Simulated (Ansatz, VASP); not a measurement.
## CdTe in VASP and in Ansatz

The input INCAR:

```
SYSTEM = CdTe
  ALGO = Normal
  EDIFF = 1E-6
  ENCUT = 520
  ISIF = 2
  ISMEAR = 0
  LASPH = .TRUE.
  LCHARG = .TRUE.
  LELF = .TRUE.
  LREAL = .FALSE.
  LVHAR = .TRUE.
  LWAVE = .FALSE.
  NBANDS = 16
  NELM = 80
  PREC = Accurate
  SIGMA = 0.05
```

Contents of KPOINTS:

```
k-points
0
G
  8 8 8
  0 0 0
```

Contents of POSCAR:

```
CdTe
1.0
    0.0000000000      3.5636498829      3.1587040267
    3.1587040267      0.0000000000      3.1587040267
    3.1587040267      3.5636498829      0.0000000000
Cd Te
1 1
Direct
    0.0000000000      0.0000000000      0.0000000000
    0.7500000000      0.7500000000      0.7500000000
```

Input for Ansatz:

```yaml
crystal:
  lattice:
    - [0.0, 3.5636498829, 3.1587040267]
    - [3.1587040267, 0.0, 3.1587040267]
    - [3.1587040267, 3.5636498829, 0.0]
  atoms:
    - { symbol: Cd, position: [0.0, 0.0, 0.0] }
    - { symbol: Te, position: [0.75, 0.75, 0.75] }
basis:
  ecutwfc: 420
kpoints:
  mp_grid: { grid: [8, 8, 8] }
hamiltonian:
  xc: lda
  pseudopotentials: { kind: paw }
scf:
  occupations: { method: gaussian, width: 0.05 }
output:
  forces: true
  stress: true
  eigenvalues: true
```

Alike in both runs: task single point; functional LDA; k mesh 8 × 8 × 8; occupations gaussian, width 0.05 eV; no spin polarisation.

```csv
,VASP,Ansatz
version,VASP 6.6.1,Ansatz 0.2.0
potentials or method,"VASP PAW LDA potentials, release 64 (Cd, Te), cutoff 520 eV","scalar-relativistic, plane waves, PAW"
valence electrons in the cell,18,36
```

```tsv
	VASP	Ansatz	Ansatz less VASP
gap on the k mesh at the Fermi level (eV)	0.21	0.17	-0.037
least direct gap on the mesh (eV)	0.21	0.17	-0.037
pressure (GPa)	-3.0	-3.1	-0.19
traceless stress, the component that is largest in VASP (GPa)	-1.97	-1.98	-0.012
```

LDA's correlation is that of Perdew and Zunger in VASP and of Perdew and Wang (1992) in Ansatz. VASP's potentials hold 18 valence electrons a cell and Ansatz's 36, so a difference there can come from the potentials and not from the codes.

Neither program's run includes spin-orbit coupling.
